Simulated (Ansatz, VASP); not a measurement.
## One calculation of N, two programs

File POSCAR:

```
N
1.0
    3.5804190885      0.0000000000      0.0000000000
   -1.7902095442      3.1007338868      0.0000000000
    0.0000000000      0.0000000000      7.6415025808
N
4
Direct
    0.3333333333      0.6666666667      0.3215708973
    0.3333333333      0.6666666667      0.1784291027
    0.6666666667      0.3333333333      0.8215708973
    0.6666666667      0.3333333333      0.6784291027
```

Contents of INCAR.step1:

```
ALGO = Normal
EDIFF = 1E-4
ENCUT = 520
GGA = PE
ISMEAR = 0
LASPH = True
LCHARG = False
LREAL = False
LWAVE = True
NBANDS = 18
NELM = 60
PREC = Accurate
SIGMA = 0.01
```

File INCAR.step2:

```
ALGO = Normal
EDIFF = 1E-6
ENCUT = 520
ISIF = 2
ISMEAR = 0
ISTART = 1
LASPH = True
LCHARG = True
LELF = True
LMIXTAU = True
LREAL = False
LVHAR = True
LWAVE = False
METAGGA = R2SCAN
NBANDS = 18
NELM = 60
PREC = Accurate
SIGMA = 0.01
```

KPOINTS

```
k-points
0
Gamma
  12 12 4
```

Input for Ansatz:

```yaml
crystal:
  lattice:
    - [3.5804190885, 0.0, 0.0]
    - [-1.7902095442, 3.1007338868, 0.0]
    - [0.0, 0.0, 7.6415025808]
  atoms:
    - { symbol: "N", position: [0.3333333333, 0.6666666667, 0.3215708973] }
    - { symbol: "N", position: [0.3333333333, 0.6666666667, 0.1784291027] }
    - { symbol: "N", position: [0.6666666667, 0.3333333333, 0.8215708973] }
    - { symbol: "N", position: [0.6666666667, 0.3333333333, 0.6784291027] }
kpoints:
  mp_grid: { grid: [12, 12, 4] }
  band_path:
    path:
      - [0.0, 0.0, 0.0]
      - [0.5, 0.0, 0.0]
      - [0.3333333333, 0.3333333333, 0.0]
      - [0.0, 0.0, 0.5]
      - [0.5, 0.0, 0.5]
      - [0.3333333333, 0.3333333333, 0.5]
      - [0.145833, 0.166667, 0.0]
      - [0.0, 0.5, 0.0]
    npoints: 1
hamiltonian:
  xc: r2scan
scf:
  occupations: { method: fixed }
  n_extra_bands: 5
output:
  forces: true
  stress: true
  eigenvalues: true
```

Alike in both runs: task single point; functional r2SCAN; k mesh 12 × 12 × 4; no spin polarisation.

|  | VASP | Ansatz |
| --- | --- | --- |
| version | VASP 6.6.1 | Ansatz 0.2.0 |
| potentials or method | VASP PAW PBE potentials, release 64 (N) | plane waves, PAW |
| plane-wave cutoff (eV) | 520 | 500 |
| occupations | gaussian, width 0.01 eV | fixed |
| valence electrons in the cell | 20 | 20 |

Ansatz gave:

| Property | Result |
| --- | --- |
| gap on the k mesh at the Fermi level (eV) | 7.74 |
| pressure (GPa) | 0.3 |
| traceless stress, the component that is largest in VASP (GPa) | -0.17 |
| rms of the force components (eV/Å) | 0.033 |

**Question.** Estimate VASP's values.

**Answer.** gap on the k mesh at the Fermi level (eV): 7.70; pressure (GPa): 3.1; traceless stress, the component that is largest in VASP (GPa): 6.11; rms of the force components (eV/Å): 1.296.

VASP's potentials were made for PBE, not for r2SCAN. Atom by atom the forces differ by 1.329 eV/Å (rms over components).

Noted on VASP's run: the standard files for N, O and F lose accuracy on very short bonds.
